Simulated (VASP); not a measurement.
# Y2Si2MoP (P1) in VASP: further runs

Y2Si2MoP is run at these levels: LDA; tasks: single point.

Everything below comes from runs of VASP 6.6.1. Logs are shortened: lines on timing, memory, paths and dates and some standing lists are left out, and cuts for length are marked.

**1. The cell of the first run**

The typed cell holds 12 atoms: a = 7.119 Å, b = 7.119 Å, c = 4.296 Å, α = 90.00°, β = 90.00°, γ = 90.00°.

**2. Single point, LDA**

The input, INCAR:

```
SYSTEM = Y2Si2MoP
PREC = Accurate ; ENCUT = 520
EDIFF = 1E-6 ; ISMEAR = 1
SIGMA = 0.15 ; LREAL = .False.
LASPH = .True. ; NELM = 100
ALGO = Normal ; ISIF = 2
LWAVE = .False. ; LCHARG = .True.
LELF = .True. ; LVHAR = .True.
NBANDS = 61
```

The input, KPOINTS:

```
regular mesh
0
Gamma
  2 2 4
  0 0 0
```

The input, POSCAR:

```
Y2Si2MoP
1.0
    7.1186557800      0.0000000000      0.0000000000
    0.0000000000      7.1186557800      0.0000000000
    0.0000000000      0.0000000000      4.2964836400
Y Mo Si P
4 2 4 2
Direct
    0.1797748114      0.6680453652      0.4710708034
    0.3161463441      0.1686454630      0.4934905326
    0.8447523220      0.3250658652      0.5246571822
    0.6811720007      0.8297317896      0.4934155876
   -0.0056535955     -0.0089814709      0.0026719525
    0.4977767024      0.5074222032      0.0032698833
    0.6286809109      0.1104066588      0.0180691948
    0.8432500721      0.6412396021      0.0104357432
    0.3541240197      0.8996935936      0.0104096754
    0.1344364764      0.3876584408      0.0364211791
   -0.0103499877     -0.0330117100      0.5002974944
    0.5093418072      0.4861021669      0.4998892536
```

Potentials or basis: VASP PAW LDA potentials, release 64 (Y_sv, Mo_sv, Si, P).

Started as:

```
$ cat potpaw_LDA.64/Y_sv/POTCAR potpaw_LDA.64/Mo_sv/POTCAR potpaw_LDA.64/Si/POTCAR potpaw_LDA.64/P/POTCAR > POTCAR
$ mpirun -np 1 vasp_std > vasp.out
```

OUTCAR:

```text
SYSTEM = Y2Si2MoP
   PREC = Accurate
   ENCUT = 520
   EDIFF = 1E-6
   ISMEAR = 1
   LREAL = .False.
   LASPH = .True.
   NELM = 100
   ISIF = 2

 ion  position               nearest neighbor table
   1  0.180  0.668  0.471-  11 2.53  12 2.68  10 2.75   9 2.86   9 3.10   8 3.11  10 3.16   6 3.24
                             5 3.33   8 3.34   6 3.41   3 3.42   5 3.50   2 3.69   2 3.69   4 3.73
   2  0.316  0.169  0.493-  12 2.65  11 2.73  10 2.82   9 2.84   9 2.94   7 3.05  10 3.09   7 3.19
                             5 3.36   5 3.41   6 3.45   6 3.50   3 3.54   4 3.55   1 3.69   1 3.69
   3  0.845  0.325  0.525-  12 2.65  11 2.75  10 2.98   7 3.03  10 3.05   8 3.07   7 3.07   8 3.15
                             5 3.32   1 3.42   5 3.44   6 3.47   2 3.54   6 3.58   4 3.72   4 3.78
   4  0.681  0.830  0.493-  11 2.40   8 2.73  12 2.74   8 2.84   7 2.88   7 3.04   9 3.16   9 3.26
                             5 3.28   5 3.33   6 3.38   6 3.43   2 3.55   3 3.72   1 3.73   1 3.75
   5  0.994  0.991  0.003-  11 2.15  11 2.17   9 2.64   8 2.71   7 2.74  10 3.00   4 3.28   3 3.32
                             4 3.33   1 3.33   2 3.36   2 3.41   3 3.44   1 3.50
   6  0.498  0.507  0.003-  12 2.14  12 2.17   8 2.64  10 2.73   9 2.97   7 2.98   1 3.24   4 3.38
                             1 3.41   4 3.43   2 3.45   3 3.47   2 3.50   3 3.58
   7  0.629  0.110  0.018-   9 2.46   5 2.74   4 2.88   6 2.98   3 3.03   4 3.04   2 3.05   3 3.07
                             2 3.19
   8  0.843  0.641  0.010-   6 2.64   5 2.71   4 2.73  10 2.75   4 2.84   3 3.07   1 3.11   3 3.15
                             1 3.34
   9  0.354  0.900  0.010-   7 2.46   5 2.64   2 2.84   1 2.86   2 2.94   6 2.97   1 3.10   4 3.16
                             4 3.26
  10  0.134  0.388  0.036-   6 2.73   8 2.75   1 2.75   2 2.82   3 2.98   5 3.00   3 3.05   2 3.09
                             1 3.16
  11  0.990  0.967  0.500-   5 2.15   5 2.17   4 2.40   1 2.53   2 2.73   3 2.75
  12  0.509  0.486  0.500-   6 2.14   6 2.17   2 2.65   3 2.65   1 2.68   4 2.74

  LATTYP: Found a simple tetragonal cell.
 ALAT       =     7.1186557800
 C/A-ratio  =     0.6035526612

  Lattice vectors:

 A1 = (   7.1186557800,   0.0000000000,   0.0000000000)
 A2 = (   0.0000000000,   7.1186557800,   0.0000000000)
 A3 = (   0.0000000000,   0.0000000000,   4.2964836400)

Analysis of symmetry for initial positions (statically):
=====================================================================
 Subroutine PRICEL returns:
 Original cell was already a primitive cell.

 Routine SETGRP: Setting up the symmetry group for a
 simple tetragonal supercell.

 Subroutine GETGRP returns: Found  1 space group operations
 (whereof  1 operations were pure point group operations)
 out of a pool of 16 trial point group operations.

The static configuration has the point symmetry C_1 .

Analysis of symmetry for dynamics (positions and initial velocities):
=====================================================================
 Subroutine PRICEL returns:
 Original cell was already a primitive cell.

 Routine SETGRP: Setting up the symmetry group for a
 simple tetragonal supercell.

 Subroutine GETGRP returns: Found  1 space group operations
 (whereof  1 operations were pure point group operations)
 out of a pool of 16 trial point group operations.

The dynamic configuration has the point symmetry C_1 .

 Subroutine INISYM returns: Found  1 space group operations
 (whereof  1 operations are pure point group operations),
 and found     1 'primitive' translations

----------------------------------------------------------------------------------------

                                     Primitive cell

  volume of cell :     217.7254

  direct lattice vectors                    reciprocal lattice vectors
     7.118655780  0.000000000  0.000000000     0.140475959  0.000000000  0.000000000
     0.000000000  7.118655780  0.000000000     0.000000000  0.140475959  0.000000000
     0.000000000  0.000000000  4.296483640     0.000000000  0.000000000  0.232748471

[... 45 lines left out ...]
   EFERMI_NEDOS =   21; number of points for ismear=-14 and -15
   IALGO  =     38    algorithm
   IMIX   =      4    mixing-type and parameters
     AMIX     =   0.40;   BMIX     =  1.00
     AMIX_MAG =   1.60;   BMIX_MAG =  1.00
  volume/ion in A,a.u.               =      18.14       122.44
  Fermi-wavevector in a.u.,A,eV,Ry     =   1.254625  2.370897 21.416699  1.574083
  Thomas-Fermi vector in A             =   2.388421
   LORBIT       =      0    0 simple, 1 ext, 2 COOP (PROOUT), +10 PAW based schemes
   GGA     = CA    functional components
   LHFCALC =     F    Hartree Fock is set to
   AEXX    =    0.0000 exact exchange contribution
   IVDW    =     0    specifies the selected vdW correction
   LEPSILON=     F    determine dielectric tensor
   LRPA    =     F    only Hartree local field effects (RPA)
 non-spin polarized calculation
 Methfessel and Paxton  Order N= 1 SIGMA  =   0.15
  energy-cutoff  :      520.00
  volume of cell :      217.73
 maximum number of plane-waves:      5903
 NGX is ok and might be reduce to    54
   NGX = 27   NGY = 27   NGZ = 15

 number of electron      97.9999999 magnetization

 Free energy of the ion-electron system (eV)
  ---------------------------------------------------
  ext. energy  EPLUGINS =         0.00000000
  ---------------------------------------------------
  free energy    TOTEN  =       -96.54884072 eV

  energy without entropy =      -96.54974188  energy(sigma->0) =      -96.54914111

 E-fermi :   7.5529     XC(G=0): -11.3566

 val. band max:        7.5511148912   @ k =   0.5000   0.5000   0.2500
 cond. band min:       7.5997472819   @ k =   0.5000   0.0000   0.2500
 fundamental gap:      0.0486323906
 Fermi energy:         7.5529245395

 k-point     1 :       0.0000    0.0000    0.0000
  band No.  band energies     occupation
      1     -53.0206      2.00000
      2     -52.9926      2.00000
      3     -34.4626      2.00000
      4     -34.3794      2.00000
      5     -34.2766      2.00000
      6     -34.1550      2.00000
[... 757 lines left out ...]
     60      10.7361      0.00000
     61      10.9025      0.00000

------------------------ aborting loop because EDIFF is reached ----------------------------------------

  FORCE on cell =-STRESS in cart. coord.  units (eV):
  Direction    XX          YY          ZZ          XY          YZ          ZX
  --------------------------------------------------------------------------------------
  -------------------------------------------------------------------------------------
  Total       -1.5849952     -0.4118659     22.8579692      0.6901946      0.7727879     -0.0550869
  in kB      -11.6635129     -3.0307996    168.2050682      5.0789392      5.6867190     -0.4053685
  external PRESSURE =      51.1702519 kB  Pullay stress =       0.0000000 kB

 VOLUME and BASIS-vectors are now :
 -----------------------------------------------------------------------------
  energy-cutoff  :      520.00
  volume of cell :      217.73
      direct lattice vectors                 reciprocal lattice vectors
     7.118655780  0.000000000  0.000000000     0.140475959  0.000000000  0.000000000
     0.000000000  7.118655780  0.000000000     0.000000000  0.140475959  0.000000000
     0.000000000  0.000000000  4.296483640     0.000000000  0.000000000  0.232748471

 POSITION                                       TOTAL-FORCE (eV/Angst)
 -----------------------------------------------------------------------------------
      1.27976      4.75559      2.02395         0.092470     -0.531726      1.356046
      2.25054      1.20053      2.12027         0.439778      0.021080      0.847208
      6.01350      2.31403      2.25418        -0.175153     -0.019686     -0.207558
      4.84903      5.90657      2.11995        -3.443428     -0.484415      0.697023
      7.07841      7.05472      0.01148         0.060905      0.497398     -0.389372
      3.54350      3.61216      0.01405         0.201124     -0.345267     -0.716277
      4.47536      0.78595      0.07763        -0.183617      0.951067     -0.402052
      6.00281      4.56476      0.04484         1.379924     -1.014369     -0.356450
      2.52089      6.40461      0.04473         0.845954     -1.237220     -0.660832
      0.95701      2.75961      0.15648        -0.623523     -0.481702     -1.395010
      7.04498      6.88366      2.14952         1.491414      2.279192      0.543110
      3.62583      3.46039      2.14777        -0.085848      0.365648      0.684165
 -----------------------------------------------------------------------------------
    total drift:                                0.000404      0.000204     -0.000543

  FREE ENERGIE OF THE ION-ELECTRON SYSTEM (eV)
  ---------------------------------------------------
  free  energy   TOTEN  =       -96.5488407212 eV

  energy  without entropy=      -96.5497418755  energy(sigma->0) =      -96.54914111
```

It took 4 min on 1 thread of Intel Xeon Platinum 8259CL at 2.50GHz (Skylake/Cascade Lake), shared host; peak memory 0.33 GiB.

What came out:

| Quantity | Value |
| --- | --- |
| Free energy | -96.5488 eV |
| Pressure | 5.1 GPa |
| Largest force | 3.547 eV/Å |
| Band gap on the k mesh | zero (bands 49 and 50 overlap by 1.56 eV) |

Forces on the atoms (eV/Å):
```
Y    0.092 -0.532  1.356
Y    0.440  0.021  0.847
Y   -0.175 -0.020 -0.208
Y   -3.443 -0.484  0.697
Mo   0.061  0.497 -0.389
Mo   0.201 -0.345 -0.716
Si  -0.184  0.951 -0.402
Si   1.380 -1.014 -0.356
Si   0.846 -1.237 -0.661
Si  -0.624 -0.482 -1.395
P    1.491  2.279  0.543
P   -0.086  0.366  0.684
```

Stress tensor (GPa, compression positive):
```
-1.17  0.51 -0.04
 0.51 -0.30  0.57
-0.04  0.57 16.82
```

Levels at points of the mesh, in eV from the Fermi level:
| k point | band 46 | band 47 | band 48 | band 49 | band 50 | band 51 |
| --- | --- | --- | --- | --- | --- | --- |
| (0.00, 0.00, 0.00) | -1.53 | -1.49 | -1.08 | -0.81 | -0.54 | -0.15 |
| (0.50, 0.00, 0.00) | -1.32 | -1.07 | -1.00 | -0.87 | -0.45 | -0.07 |
| (0.00, 0.50, 0.00) | -1.33 | -1.07 | -0.87 | -0.37 | -0.27 | 0.15 |
| (0.50, 0.50, 0.00) | -1.35 | -0.79 | -0.62 | -0.04 | 0.14 | 0.29 |
| (0.00, 0.00, 0.50) | -1.17 | -1.09 | -0.65 | 0.19 | 0.63 | 0.81 |
| (0.50, 0.00, 0.50) | -1.82 | -1.32 | -1.28 | 1.02 | 1.24 | 1.36 |
| (0.00, 0.50, 0.50) | -1.76 | -1.12 | -0.96 | 0.93 | 1.22 | 1.41 |
| (0.50, 0.50, 0.50) | -1.66 | -1.62 | -1.59 | 1.01 | 1.15 | 1.30 |

Caveat: the k points lie up to 0.44 Å⁻¹ apart, too coarse for converged energies and pressures of a metal; forces of over 1 eV/Å act on the atoms, so gaps and moduli don't describe the material at rest.

**3. Single point, LDA**

The input, INCAR:

```
SYSTEM = Y2Si2MoP
PREC = Accurate
ENCUT = 520
EDIFF = 1E-6
ISMEAR = 1
SIGMA = 0.15
LREAL = .FALSE.
LASPH = .TRUE.
NELM = 100
ALGO = Normal
ISIF = 2
LWAVE = .FALSE.
LCHARG = .TRUE.
GGA = CA
LELF = .TRUE.
LVHAR = .TRUE.
NBANDS = 61
```

The input, KPOINTS:

```
regular mesh
0
G
  2 2 4
  0 0 0
```

The input, POSCAR:

```
Y2Si2MoP
1.0
    7.1186557800      0.0000000000      0.0000000000
    0.0000000000      7.1186557800      0.0000000000
    0.0000000000      0.0000000000      4.2964836400
Y Mo Si P
4 2 4 2
Direct
    0.1869992090      0.6601968328      0.4735977535
    0.3152200457      0.1585628010      0.4923523926
    0.8660175728      0.3219960440      0.5456443446
    0.6661267445      0.8273311959      0.4937346858
   -0.0167871581     -0.0153197462      0.0004652642
    0.4940632205      0.5213435113     -0.0047985752
    0.6284825588      0.1075402469      0.0251105343
    0.8536648193      0.6485187854     -0.0014041715
    0.3539222963      0.8974961281      0.0077433089
    0.1356594601      0.3972682607      0.0222451679
    0.0040728195     -0.0432764288      0.5168989774
    0.5117609437      0.4797298964      0.4909703322
```

Potentials or basis: VASP PAW LDA potentials, release 64 (Y_sv, Mo_sv, Si, P).

Started as:

```
$ cat potpaw_LDA.64/Y_sv/POTCAR potpaw_LDA.64/Mo_sv/POTCAR potpaw_LDA.64/Si/POTCAR potpaw_LDA.64/P/POTCAR > POTCAR
$ mpirun -np 1 vasp_std > vasp.out
```

Run time: 3.6 min. Hardware: 1 thread of Intel Xeon Platinum 8259CL at 2.50GHz (Skylake/Cascade Lake), shared host; peak memory 0.33 GiB.

Results (log left out):

```
Free energy            : -96.3638 eV
Pressure               : 5.2 GPa
Largest force          : 3.276 eV/Å
Band gap on the k mesh : zero (bands 49 and 50 overlap by 1.54 eV)
```

Forces in eV/Å, atoms in the order of the input:
```
Y   -0.055 -0.377  1.180
Y    0.701  1.097  0.664
Y   -1.572 -0.077 -0.837
Y   -1.273  0.037  0.528
Mo   0.420  0.731  2.900
Mo   0.408 -0.749 -0.659
Si   0.068  1.005 -0.505
Si   0.713 -1.141  0.000
Si   0.790 -1.437 -0.646
Si  -0.192 -0.701 -0.837
P   -0.451  1.950 -2.593
P    0.443 -0.338  0.806
```

Stress tensor (GPa, compression positive):
```
-2.05  0.50  0.17
 0.50  0.82  0.98
 0.17  0.98 16.87
```

Levels at points of the mesh, in eV from the Fermi level:
| k point | band 44 | band 45 | band 46 | band 47 | band 48 | band 49 | band 50 | band 51 | band 52 | band 53 |
| --- | --- | --- | --- | --- | --- | --- | --- | --- | --- | --- |
| (0.00, 0.00, 0.00) | -1.87 | -1.62 | -1.44 | -1.26 | -0.94 | -0.68 | -0.51 | -0.25 | 0.78 | 0.94 |
| (0.50, 0.00, 0.00) | -1.49 | -1.39 | -1.21 | -1.00 | -0.80 | -0.61 | -0.28 | 0.11 | 0.17 | 0.69 |
| (0.00, 0.50, 0.00) | -1.68 | -1.55 | -1.18 | -1.10 | -0.76 | -0.20 | -0.13 | 0.17 | 0.32 | 0.54 |
| (0.50, 0.50, 0.00) | -1.73 | -1.46 | -1.03 | -0.86 | -0.73 | -0.08 | 0.08 | 0.24 | 0.41 | 0.66 |
| (0.00, 0.00, 0.50) | -2.04 | -1.28 | -1.14 | -1.06 | -0.70 | 0.27 | 0.54 | 0.93 | 1.19 | 1.42 |
| (0.50, 0.00, 0.50) | -2.10 | -1.93 | -1.68 | -1.30 | -1.15 | 1.04 | 1.11 | 1.26 | 1.43 | 1.46 |
| (0.00, 0.50, 0.50) | -2.21 | -1.93 | -1.66 | -1.12 | -0.88 | 0.72 | 1.18 | 1.29 | 1.41 | 1.50 |
| (0.50, 0.50, 0.50) | -1.99 | -1.83 | -1.65 | -1.48 | -1.41 | 0.88 | 1.03 | 1.17 | 1.31 | 1.64 |

Caveat: the k points lie up to 0.44 Å⁻¹ apart, too coarse for converged energies and pressures of a metal; forces of over 1 eV/Å act on the atoms, so gaps and moduli don't describe the material at rest.

**4. Single point, LDA**

The input, INCAR:

```
SYSTEM = Y2Si2MoP
ALGO = Normal
EDIFF = 1E-6
ENCUT = 520
ISIF = 2
ISMEAR = 1
LASPH = .TRUE.
LCHARG = .TRUE.
LELF = .TRUE.
LREAL = .FALSE.
LVHAR = .TRUE.
LWAVE = .FALSE.
NBANDS = 61
NELM = 100
PREC = Accurate
SIGMA = 0.15
```

The input, KPOINTS:

```
k-points
0
G
  2 2 4
  0 0 0
```

The input, POSCAR:

```
Y2Si2MoP
1.0
    7.1186557800      0.0000000000      0.0000000000
    0.0000000000      7.1186557800      0.0000000000
    0.0000000000      0.0000000000      4.2964836400
Y Mo Si P
4 2 4 2
Direct
    0.1938398263      0.6592418773      0.4893932286
    0.3193771507      0.1596776182      0.4907312995
    0.8706042533      0.3168258264      0.5387896694
    0.6457318828      0.8282771611      0.5023054155
   -0.0272808527     -0.0070707169      0.0216113938
    0.4952638685      0.5257729992     -0.0199088388
    0.6244355869      0.1241068577     -0.0005720957
    0.8697498785      0.6324446833     -0.0210974852
    0.3674095336      0.8768960311     -0.0380890546
    0.1383355272      0.4022925238     -0.0128789039
    0.0044848355     -0.0356706389      0.5118967473
    0.5334462176      0.4616912380      0.4905672118
```

Started as:

```
$ cat potpaw_LDA.64/Y_sv/POTCAR potpaw_LDA.64/Mo_sv/POTCAR potpaw_LDA.64/Si/POTCAR potpaw_LDA.64/P/POTCAR > POTCAR
$ mpirun -np 1 vasp_std > vasp.out
```

Run time: 3.7 min. Hardware: 1 thread of Intel Xeon Platinum 8259CL at 2.50GHz (Skylake/Cascade Lake), shared host; peak memory 0.33 GiB.

The run converged. Its results:

| Item | Value |
| --- | --- |
| Free energy | -96.6594 eV |
| Pressure | 4.0 GPa |
| Largest force | 2.035 eV/Å |
| Band gap on the k mesh | zero (bands 49 and 50 overlap by 1.19 eV) |

Forces in eV/Å, atoms in the order of the input:
```
Y   -0.258 -0.266 -0.504
Y    0.279  0.698 -0.120
Y   -1.320  0.246 -1.162
Y    1.023  0.111 -0.708
Mo   0.991 -0.012 -1.708
Mo   0.175 -1.296  1.559
Si   0.150  0.088  0.201
Si   0.075  0.244  0.592
Si   0.024 -0.244  1.200
Si   0.171 -0.828  0.669
P   -0.798  0.645  1.397
P   -0.510  0.615 -1.415
```

Stress tensor (GPa, compression positive):
```
-1.78  0.31  0.75
 0.31 -0.31  0.45
 0.75  0.45 13.97
```

Levels at points of the mesh, in eV from the Fermi level:
| k point | band 45 | band 46 | band 47 | band 48 | band 49 | band 50 | band 51 | band 52 | band 53 | band 54 |
| --- | --- | --- | --- | --- | --- | --- | --- | --- | --- | --- |
| (0.00, 0.00, 0.00) | -1.57 | -1.34 | -1.23 | -0.84 | -0.53 | -0.42 | -0.08 | 0.89 | 1.06 | 1.30 |
| (0.50, 0.00, 0.00) | -1.25 | -1.04 | -0.87 | -0.56 | -0.35 | -0.12 | 0.20 | 0.35 | 0.77 | 0.87 |
| (0.00, 0.50, 0.00) | -1.40 | -1.24 | -1.12 | -0.42 | -0.22 | -0.15 | 0.20 | 0.41 | 0.65 | 1.17 |
| (0.50, 0.50, 0.00) | -1.22 | -0.86 | -0.77 | -0.64 | -0.03 | 0.00 | 0.39 | 0.53 | 0.71 | 1.03 |
| (0.00, 0.00, 0.50) | -1.22 | -1.06 | -0.89 | -0.70 | 0.10 | 0.33 | 1.09 | 1.20 | 1.40 | 1.50 |
| (0.50, 0.00, 0.50) | -1.97 | -1.65 | -1.16 | -0.99 | 0.56 | 1.14 | 1.18 | 1.37 | 1.55 | 1.85 |
| (0.00, 0.50, 0.50) | -1.91 | -1.64 | -1.03 | -0.95 | 0.77 | 0.82 | 1.00 | 1.38 | 1.63 | 1.88 |
| (0.50, 0.50, 0.50) | -1.83 | -1.77 | -1.42 | -1.12 | 0.45 | 1.01 | 1.16 | 1.29 | 1.47 | 2.11 |

Caveat: the k points lie up to 0.44 Å⁻¹ apart, too coarse for converged energies and pressures of a metal; forces of over 1 eV/Å act on the atoms, so gaps and moduli don't describe the material at rest.

**5. The runs side by side**

| cell | gap on the mesh (eV) | pressure (GPa) | largest force (eV/Å) |
| --- | --- | --- | --- |
| as given, atomic positions A | none | 5.1 | 3.55 |
| as given, atomic positions B | none | 5.2 | 3.28 |
| as given, atomic positions C | none | 4.0 | 2.03 |

Alike in all rows: task single point; level LDA; potentials or basis VASP PAW LDA potentials, release 64 (Y_sv, Mo_sv, Si, P); no spin polarisation; k mesh 2 × 2 × 4; cutoff (eV) 520; smearing methfessel-paxton 0.15 eV.

Caveats: all runs use coarse meshes; forces of over 1 eV/Å act on the atoms, so gaps and moduli don't describe the material at rest.

Absolute energies hang on the potentials; compare differences alone.
